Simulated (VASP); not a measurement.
A run of VASP 6.6.1:

INCAR

```
SYSTEM = MnS
ALGO = Normal
EDIFF = 1E-7
ENCUT = 520
GGA = PS
ISIF = 2
ISMEAR = 0
ISPIN = 2
LASPH = .TRUE.
LCHARG = .FALSE.
LMAXMIX = 4
LORBIT = 11
LREAL = .FALSE.
LWAVE = .FALSE.
MAGMOM = 0.438 0
NBANDS = 20
NELM = 150
NUPDOWN = 0.4375
PREC = Accurate
SIGMA = 0.15
```

Contents of KPOINTS:

```
k-points
0
G
  16 16 16
  0 0 0
```

Contents of POSCAR:

```
MnS
1.0
    0.0000000000      2.8762628353      2.8762628353
    2.8762628353      0.0000000000      2.8762628353
    2.8762628353      2.8762628353      0.0000000000
Mn S
1 1
Direct
    0.0000000000      0.0000000000      0.0000000000
    0.7500000000      0.7500000000      0.7500000000
```

Potentials or basis: VASP PAW PBE potentials, release 64 (Mn_pv, S).

Command:

```bash
$ cat potpaw_PBE.64/Mn_pv/POTCAR potpaw_PBE.64/S/POTCAR > POTCAR
$ mpirun -np 1 vasp_std > vasp.out
```

Hardware: 1 thread of Intel(R) Xeon(R) 6975P-C (Granite Rapids) (shared host).

Q: Estimate the wall time of this run.

A: Wall time 4.9 min on 1 thread of Intel(R) Xeon(R) 6975P-C (Granite Rapids), with other jobs on the host, peak memory 0.33 GiB. Counts: scf iterations 37, k points 145.
